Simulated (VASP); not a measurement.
# Al (Immm) in VASP: notebook

The runs below take Al through relaxation of cell and atoms, single point, with PBE.

Program: VASP 6.6.1. These are calculated values, not measurements. Logs are shortened: lines on timing, memory, paths and dates and some standing lists are left out, and cuts for length are marked.

### Step 1. The cell of the first run

It takes space group Immm (No. 71, orthorhombic). Conventional cell: a = 3.130 Å, b = 5.749 Å, c = 8.070 Å, α = 90.00°, β = 90.00°, γ = 90.00°. Within 3.6 Å of Al (site symmetry m2m) lie 10 Al at 2.72 to 3.13 Å. Within 3.6 Å of Al (site symmetry mm2) lie 13 Al at 2.73 to 3.36 Å.

The cell was generated, and may not be a known phase.

### Step 2. Relaxation of cell and atoms, PBE

Input file INCAR:

```
SYSTEM = Al
  PREC = Accurate
  ENCUT = 600
  EDIFF = 1E-7
  ISMEAR = 0
  SIGMA = 0.1
  LREAL = .False.
  LASPH = .True.
  NELM = 100
  ALGO = Fast
  ISIF = 3
  LWAVE = .False.
  LCHARG = .False.
  GGA = PE
  IBRION = 2
  NSW = 90
  EDIFFG = -0.04
```

Input file KPOINTS:

```
regular mesh
0
Gamma
  6 6 6
  0 0 0
```

Input file POSCAR:

```
Al
1.0
   -1.5650489326      2.8747321704      4.0351620575
    1.5650489326     -2.8747321704      4.0351620575
    1.5650489326      2.8747321704     -4.0351620575
Al
4
Direct
    0.7361857478      0.0000000000      0.7361857478
    0.2638142522      0.0000000000      0.2638142522
    0.2033579231      0.7033579231      0.5000000000
    0.7966420769      0.2966420769      0.5000000000
```

Potentials or basis: VASP PAW PBE potentials, release 64 (Al).

Started as:

```console
$ cat potpaw_PBE.64/Al/POTCAR > POTCAR
$ mpirun -np 1 vasp_std > vasp.out
```

OUTCAR:

```text
SYSTEM = Al
   PREC = Accurate
   ENCUT = 600
   EDIFF = 1E-7
   ISMEAR = 0
   LREAL = .False.
   LASPH = .True.
   NELM = 100
   ISIF = 3
   GGA = PE
   IBRION = 2
   NSW = 90
   EDIFFG = -0.04

 ion  position               nearest neighbor table
   1  0.736  0.000  0.736-   2 2.72   4 2.73   3 2.73   3 2.73   4 2.73   4 2.75   3 2.75   2 3.03

   2  0.264  0.000  0.264-   1 2.72   3 2.73   4 2.73   3 2.73   4 2.73   3 2.75   4 2.75   1 3.03

   3  0.203  0.703  0.500-   2 2.73   1 2.73   2 2.73   1 2.73   1 2.75   2 2.75   4 3.28   4 3.36
                             4 3.36   4 3.36   4 3.36
   4  0.797  0.297  0.500-   1 2.73   1 2.73   2 2.73   2 2.73   1 2.75   2 2.75   3 3.28   3 3.36
                             3 3.36   3 3.36   3 3.36

  LATTYP: Found a body centered orthorhombic cell.
 ALAT       =     3.1300978652
 B/A-ratio  =     1.8368321338
 C/A-ratio  =     2.5782976963

  Lattice vectors:

 A1 = (  -1.5650489326,   2.8747321704,   4.0351620575)
 A2 = (   1.5650489326,  -2.8747321704,   4.0351620575)
 A3 = (   1.5650489326,   2.8747321704,  -4.0351620575)

Analysis of symmetry for initial positions (statically):
=====================================================================
 Subroutine PRICEL returns:
 Original cell was already a primitive cell.

 Routine SETGRP: Setting up the symmetry group for a
 body centered orthorhombic supercell.

 Subroutine GETGRP returns: Found  8 space group operations
 (whereof  8 operations were pure point group operations)
 out of a pool of  8 trial point group operations.

The static configuration has the point symmetry D_2h.

Analysis of symmetry for dynamics (positions and initial velocities):
=====================================================================
 Subroutine PRICEL returns:
 Original cell was already a primitive cell.

 Routine SETGRP: Setting up the symmetry group for a
 body centered orthorhombic supercell.

 Subroutine GETGRP returns: Found  8 space group operations
 (whereof  8 operations were pure point group operations)
 out of a pool of  8 trial point group operations.

The dynamic configuration has the point symmetry D_2h.

 Subroutine INISYM returns: Found  8 space group operations
 (whereof  8 operations are pure point group operations),
 and found     1 'primitive' translations

----------------------------------------------------------------------------------------

                                     Primitive cell

  volume of cell :      72.6183

  direct lattice vectors                    reciprocal lattice vectors
    -1.565048933  2.874732170  4.035162058     0.000000000  0.173929246  0.123910761
     1.565048933 -2.874732170  4.035162058     0.319478829  0.000000000  0.123910761
     1.565048933  2.874732170 -4.035162058     0.319478829  0.173929246  0.000000000

  length of vectors
     5.195767128  5.195767128  5.195767128     0.213553879  0.342666892  0.363755556

  position of ions in fractional coordinates (direct lattice)
     0.736185748  0.000000000  0.736185748
     0.263814252  0.000000000  0.263814252
     0.203357923  0.703357923  0.500000000
     0.796642077  0.296642077  0.500000000

  ion indices of the primitive-cell ions
   primitive index   ion index
                 1           1
                 2           2
                 3           3
                 4           4

----------------------------------------------------------------------------------------

 KPOINTS: regular mesh

Automatic generation of k-mesh.
 Grid dimensions read from file:
 generate k-points for:    6    6    6

 Generating k-lattice:

  Cartesian coordinates                     Fractional coordinates (reciprocal lattice)
     0.000000000  0.028988208  0.020651793     0.166666667 -0.000000000  0.000000000
     0.053246471  0.000000000  0.020651793    -0.000000000  0.166666667  0.000000000
     0.053246471  0.028988208  0.000000000     0.000000000  0.000000000  0.166666667

  Length of vectors
     0.035592313  0.057111149  0.060625926

  Shift w.r.t. Gamma in fractional coordinates (k-lattice)
     0.000000000  0.000000000  0.000000000

 Subroutine IBZKPT returns following result:
 ===========================================

 Found     46 irreducible k-points:

 Following reciprocal coordinates:
            Coordinates               Weight
  0.000000  0.000000  0.000000      1.000000
  0.166667 -0.000000  0.000000      4.000000
  0.333333  0.000000 -0.000000      4.000000
  0.500000  0.000000  0.000000      2.000000
 -0.000000  0.166667  0.000000      4.000000
  0.166667  0.166667  0.000000      8.000000
[... 16 lines left out ...]
 -0.166667  0.166667  0.166667      2.000000
  0.166667  0.333333  0.166667      4.000000
 [... further k-points ...]
   k-points           NKPTS =     46   k-points in BZ     NKDIM =     46   number of bands    NBANDS=     10
   number of dos      NEDOS =    301   number of ions     NIONS =      4
   total plane-waves  NPLWV =  74088
   dimension x,y,z NGX =    42 NGY =   42 NGZ =   42
   dimension x,y,z NGXF=    84 NGYF=   84 NGZF=   84
   ions per type =               4
   NGX,Y,Z   is equivalent  to a cutoff of  13.44, 13.44, 13.44 a.u.
   NGXF,Y,Z  is equivalent  to a cutoff of  26.88, 26.88, 26.88 a.u.
 SYSTEM =  Al
   PREC   = accura    normal or accurate (medium, high low for compatibility)
   ISTART =      0    job   : 0-new  1-cont  2-samecut
   ICHARG =      2    charge: 1-file 2-atom 10-const
   ISPIN  =      1    spin polarized calculation?
   LNONCOLLINEAR =      F non collinear calculations
   LSORBIT =      F    spin-orbit coupling
   LASPH  =      T    aspherical Exc in radial PAW
   ENCUT  =  600.0 eV  44.10 Ry    6.64 a.u.  10.38 10.38 10.38*2*pi/ulx,y,z
   NELM   =    100;   NELMIN=  2; NELMDL= -5     # of ELM steps
   EDIFF  = 0.1E-06   stopping-criterion for ELM
   LREAL  =      F    real-space projection
   EDIFFG = -.4E-01   stopping-criterion for IOM
   NSW    =     90    number of steps for IOM
   IBRION =      2    ionic relax: 0-MD 1-quasi-New 2-CG
   NFREE  =      1    steps in history (QN), initial steepest desc. (CG)
   ISIF   =      3    stress and relaxation
   ISYM   =      2    0-nonsym 1-usesym 2-fastsym
   POTIM  = 0.5000    time-step for ionic-motion
   TEBEG  =    0.0;   TEEND  =   0.0 temperature during run
   PSTRESS=    0.0 pullay stress
   NELECT =      12.0000    total number of electrons
   NUPDOWN=      -1.0000    fix difference up-down
   EMIN   =  10.00;   EMAX   =-10.00  energy-range for DOS
   EFERMI =   0.00;   METHOD = LEGACY
   ISMEAR =     0;   SIGMA  =   0.10  broadening in eV -4-tet -1-fermi 0-gaus
   EFERMI_NEDOS =   21; number of points for ismear=-14 and -15
   IALGO  =     68    algorithm
   IMIX   =      4    mixing-type and parameters
     AMIX     =   0.40;   BMIX     =  1.00
     AMIX_MAG =   1.60;   BMIX_MAG =  1.00
  volume/ion in A,a.u.               =      18.15       122.51
  Fermi-wavevector in a.u.,A,eV,Ry     =   0.898366  1.697665 10.980730  0.807061
  Thomas-Fermi vector in A             =   2.021066
   LORBIT       =      0    0 simple, 1 ext, 2 COOP (PROOUT), +10 PAW based schemes
   GGA     = PE    functional components
   LHFCALC =     F    Hartree Fock is set to
   AEXX    =    0.0000 exact exchange contribution
   IVDW    =     0    specifies the selected vdW correction
   LEPSILON=     F    determine dielectric tensor
   LRPA    =     F    only Hartree local field effects (RPA)
 conjugate gradient relaxation of ions
 non-spin polarized calculation
 RMM-DIIS sequential band-by-band and
 Gauss-broadening in eV      SIGMA  =   0.10
  energy-cutoff  :      600.00
  volume of cell :       72.62
 maximum number of plane-waves:      2445
 NGX is ok and might be reduce to    42
   NGX = 21   NGY = 21   NGZ = 21

--------------------------------------- Ionic step        1  -------------------------------------------

 number of electron      12.0000000 magnetization

 Free energy of the ion-electron system (eV)
  ---------------------------------------------------
  ext. energy  EPLUGINS =         0.00000000
  ---------------------------------------------------
  free energy    TOTEN  =       -14.36405205 eV

  energy without entropy =      -14.35482386  energy(sigma->0) =      -14.35943796

------------------------ aborting loop because EDIFF is reached ----------------------------------------

  FORCE on cell =-STRESS in cart. coord.  units (eV):
  Direction    XX          YY          ZZ          XY          YZ          ZX
  --------------------------------------------------------------------------------------
  -------------------------------------------------------------------------------------
  Total       -1.7377414      0.9897745      1.3158667     -0.0000000      0.0000000      0.0000000
  in kB      -38.3397657     21.8373806     29.0319488     -0.0000000      0.0000000      0.0000000
  external PRESSURE =       4.1765213 kB  Pullay stress =       0.0000000 kB
[... 289 lines left out ...]
  energy  without entropy=      -14.7107915658  energy(sigma->0) =      -14.71359893

--------------------------------------- Ionic step        9  -------------------------------------------

 number of electron      12.0000000 magnetization

 Free energy of the ion-electron system (eV)
  ---------------------------------------------------
  ext. energy  EPLUGINS =         0.00000000
  ---------------------------------------------------
  free energy    TOTEN  =       -14.71680431 eV

  energy without entropy =      -14.71127144  energy(sigma->0) =      -14.71403787

 E-fermi :   7.2000     XC(G=0):  -9.9125

 val. band max:        7.1042215936   @ k =  -0.3333   0.1667   0.0000
 cond. band min:       7.2062945231   @ k =   0.1667   0.1667   0.1667
 fundamental gap:      0.1020729296
 Fermi energy:         7.2000175839

 k-point     1 :       0.0000    0.0000    0.0000
  band No.  band energies     occupation
      1      -3.4373      2.00000
      2       2.4338      2.00000
      3       2.5668      2.00000
      4       2.5905      2.00000
      5       2.9464      2.00000
      6       4.2960      2.00000
      7       5.0798      2.00000
      8      11.8814      0.00000
      9      12.7368      0.00000
     10      15.5792      0.00000
[... 287 lines left out ...]
 k-point    24 :       0.1667    0.3333    0.1667
  band No.  band energies     occupation
      1       1.9455      2.00000
      2       2.2558      2.00000
      3       3.2771      2.00000
      4       3.6704      2.00000
      5       5.5417      2.00000
      6       6.6851      2.00000
      7       6.7382      2.00000
      8       7.9066      0.00000
      9       8.8277      0.00000
     10       9.1563      0.00000

 [... further k-points ...]

------------------------ aborting loop because EDIFF is reached ----------------------------------------

  FORCE on cell =-STRESS in cart. coord.  units (eV):
  Direction    XX          YY          ZZ          XY          YZ          ZX
  --------------------------------------------------------------------------------------
  -------------------------------------------------------------------------------------
  Total       -0.0477888      0.0135986      0.0050131      0.0000000      0.0000000      0.0000000
  in kB       -1.0811801      0.3076570      0.1134170      0.0000000      0.0000000      0.0000000
  external PRESSURE =      -0.2200354 kB  Pullay stress =       0.0000000 kB
[... 19 lines left out ...]
  FREE ENERGIE OF THE ION-ELECTRON SYSTEM (eV)
  ---------------------------------------------------
  free  energy   TOTEN  =       -14.7168043075 eV

  energy  without entropy=      -14.7112714389  energy(sigma->0) =      -14.71403787

 reached required accuracy - stopping structural energy minimisation
```

Wall time 6.5 min (1 thread of Intel Xeon Platinum 8488C (Sapphire Rapids), shared host); peak memory 0.26 GiB.

What came out:

```
Free energy                           : -14.7168 eV
Relaxed volume                        : 17.70 Å³/atom
Relaxed cell                          : a = 5.371 Å, b = 5.371 Å, c = 5.371 Å, α = 149.81°, β = 112.48°, γ = 75.72°
Space group after relaxing (to 0.1 Å) : Immm (No. 71)
Energy gained by relaxing             : 88.2 meV/atom
Ionic steps                           : 9
Pressure after relaxing               : 0.0 GPa
Largest force after relaxing          : 0.030 eV/Å
Band gap on the k mesh                : zero (bands 6 and 7 overlap by 4.20 eV)
```

Forces on the atoms (eV/Å):
```
Al   0.000  0.016  0.000
Al   0.000 -0.016  0.000
Al   0.000  0.000  0.030
Al   0.000  0.000 -0.030
```

The path:
| step | energy change (eV) | largest force (eV/Å) | pressure (GPa) | volume (Å³) |
| --- | --- | --- | --- | --- |
| 1 | 0.0000 | 0.4602 | 0.42 | 72.62 |
| 2 | -0.1245 | 0.3438 | -0.78 | 73.09 |
| 3 | -0.2900 | 0.4329 | -2.92 | 74.13 |
| 4 | -0.3024 | 0.4229 | -0.37 | 71.20 |
| 5 | -0.3145 | 0.4387 | -1.53 | 72.36 |
| 6 | -0.3429 | 0.2746 | -0.24 | 70.99 |
| 7 | -0.3479 | 0.1677 | 0.63 | 70.18 |
| 8 | -0.3524 | 0.0586 | 0.16 | 70.63 |
| 9 | -0.3528 | 0.0304 | -0.02 | 70.82 |

Final structure:
```xyz
4
Lattice="-1.3988 2.9848 4.2404 1.3988 -2.9848 4.2404 1.3988 2.9848 -4.2404" Properties=species:S:1:pos:R:3 pbc="T T T"
Al    0.0000    4.3491    0.0000
Al    0.0000    1.6205    0.0000
Al    1.3988    0.0000    1.7972
Al    0.0000    2.9848    2.4432
```

Levels at points of the mesh, in eV from the Fermi level:
| k point | band 3 | band 4 | band 5 | band 6 | band 7 | band 8 | band 9 | band 10 |
| --- | --- | --- | --- | --- | --- | --- | --- | --- |
| (0.00, 0.00, 0.00) | -4.63 | -4.61 | -4.25 | -2.90 | -2.12 | 4.68 | 5.54 | 8.38 |
| (0.50, 0.00, 0.00) | -5.24 | -4.89 | -1.37 | -0.77 | 2.46 | 2.47 | 2.89 | 3.15 |
| (0.00, 0.50, 0.00) | -2.28 | -2.17 | -1.77 | -1.20 | -0.92 | -0.71 | 1.74 | 1.98 |
| (0.50, 0.50, 0.00) | -3.45 | -2.99 | -2.82 | -2.80 | 2.03 | 2.71 | 2.71 | 2.77 |
| (0.50, 0.50, 0.50) | -6.50 | -6.48 | 0.68 | 0.85 | 1.64 | 2.01 | 5.92 | 6.89 |

### Step 3. Single point, PBE

This run uses another cell than the first one, of 17.40 Å³/atom.

Input file INCAR:

```
SYSTEM = Al
PREC = Accurate ; ENCUT = 520
EDIFF = 1E-6 ; ISMEAR = 0
SIGMA = 0.1 ; LREAL = .False.
LASPH = .True. ; NELM = 100
ALGO = Fast ; ISIF = 2
LWAVE = .False. ; LCHARG = .False.
GGA = PE ; NBANDS = 14
```

Input file KPOINTS:

```
Automatic mesh
0
Gamma
  18 18 18
  0 0 0
```

Input file POSCAR:

```
Al
1.0
   -1.4019390061      2.7791385015      4.4660136087
    1.4019390061     -2.7791385015      4.4660136087
    1.4019390061      2.7791385015     -4.4660136087
Al
4
Direct
    0.7426575971      0.0000000000      0.7426575971
    0.2573424029      0.0000000000      0.2573424029
    0.2248464997      0.7248464997      0.5000000000
    0.7751535003      0.2751535003      0.5000000000
```

Potentials or basis: VASP PAW PBE potentials, release 64 (Al).

Started as:

```console
$ cat potpaw_PBE.64/Al/POTCAR > POTCAR
$ mpirun -np 1 vasp_std > vasp.out
```

Wall time 13 min (1 thread of Intel Xeon Platinum 8488C (Sapphire Rapids), shared host); peak memory 0.72 GiB.

The run converged. Its results:

```
Free energy            : -14.6669 eV
Pressure               : 0.0 GPa
Band gap on the k mesh : zero (bands 6 and 7 overlap by 5.26 eV)
```

Levels at points of the mesh, in eV from the Fermi level:
```
           k point  band 4  band 5  band 6  band 7  band 8  band 9
(0.00, 0.00, 0.00)   -4.21   -4.20   -3.45   -3.13    6.95    7.03
(0.50, 0.00, 0.00)   -5.32   -0.10    0.32    1.42    1.73    3.51
(0.00, 0.50, 0.00)   -1.83   -1.63   -1.28   -0.84   -0.27    1.75
(0.50, 0.50, 0.00)   -3.31   -3.01   -2.82    1.37    2.07    2.27
(0.50, 0.50, 0.50)   -5.97    0.61    0.63    1.32    1.53    5.02
```

The gap in the log of VASP goes by the Fermi energy; the results here count the filled bands.